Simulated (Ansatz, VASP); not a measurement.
LaLuF2: VASP beside Ansatz

The input INCAR:

```
SYSTEM = LaLuF2
ALGO     = Normal         ! electronic algorithm
EDIFF    = 1E-7           ! SCF threshold, eV
ENCUT    = 520            ! plane-wave cutoff, eV
GGA      = PE             ! functional
ISIF     = 2              ! what is computed and relaxed
ISMEAR   = 0              ! smearing method
LASPH    = .TRUE.         ! aspherical terms in the spheres
LCHARG   = .TRUE.         ! write CHGCAR
LELF     = .TRUE.         ! ELF
LREAL    = .FALSE.        ! projectors in reciprocal space
LVHAR    = .TRUE.       
LWAVE    = .FALSE.        ! write WAVECAR
NBANDS   = 33             ! bands
NELM     = 80             ! most SCF steps
PREC     = Accurate       ! precision mode
SIGMA    = 0.1            ! smearing width, eV
```

File KPOINTS:

```
k-points
0
G
  4 4 4
  0 0 0
```

File POSCAR:

```
LaLuF2
1.0
    3.7492417900      0.0000000000      0.0000000000
    0.0000000000      3.7492417900      0.0000000000
    0.0000000000      0.0000000000      5.5759859400
La Lu F
1 1 2
Direct
    0.5000000000      0.5000000000      0.0000000000
    0.5000000000      0.5000000000      0.5000000000
    0.0000000000      0.0000000000      0.0000000000
    0.0000000000      0.0000000000      0.5000000000
```

Input for Ansatz:

```yaml
crystal:
  lattice:
    - [3.74924179, 0.0, 0.0]
    - [0.0, 3.74924179, 0.0]
    - [0.0, 0.0, 5.57598594]
  atoms:
    - { symbol: La, position: [0.5, 0.5, 0.0] }
    - { symbol: Lu, position: [0.5, 0.5, 0.5] }
    - { symbol: F, position: [0.0, 0.0, 0.0] }
    - { symbol: F, position: [0.0, 0.0, 0.5] }
basis:
  ecutwfc: 420
kpoints:
  mp_grid: { grid: [4, 4, 4] }
hamiltonian:
  xc: pbe
scf:
  occupations: { method: gaussian, width: 0.1 }
  lower_state_search: "off"
output:
  forces: true
  stress: true
  eigenvalues: true
```

Alike in both runs: task single point; functional PBE; k mesh 4 × 4 × 4; occupations gaussian, width 0.1 eV; no spin polarisation.

```csv
,VASP,Ansatz
version,VASP 6.6.1,Ansatz 0.2.0
potentials or method,"VASP PAW PBE potentials, release 64 (La, Lu, F), cutoff 520 eV","scalar-relativistic, plane waves, PAW"
valence electrons in the cell,50,50
```

Ansatz gave:

* gap on the k mesh at the Fermi level (eV): none
* pressure (GPa): 2.6
* traceless stress, the component that is largest in VASP (GPa): 25.49

**Question.** Which values does VASP return?

**Answer.** gap on the k mesh at the Fermi level (eV): none; pressure (GPa): 2.5; traceless stress, the component that is largest in VASP (GPa): 25.71.

A gap of «none» marks a metal or a gap that the smearing closes.

The k mesh is coarse, so the values compare programs but aren't converged. Spin-orbit coupling is off throughout.
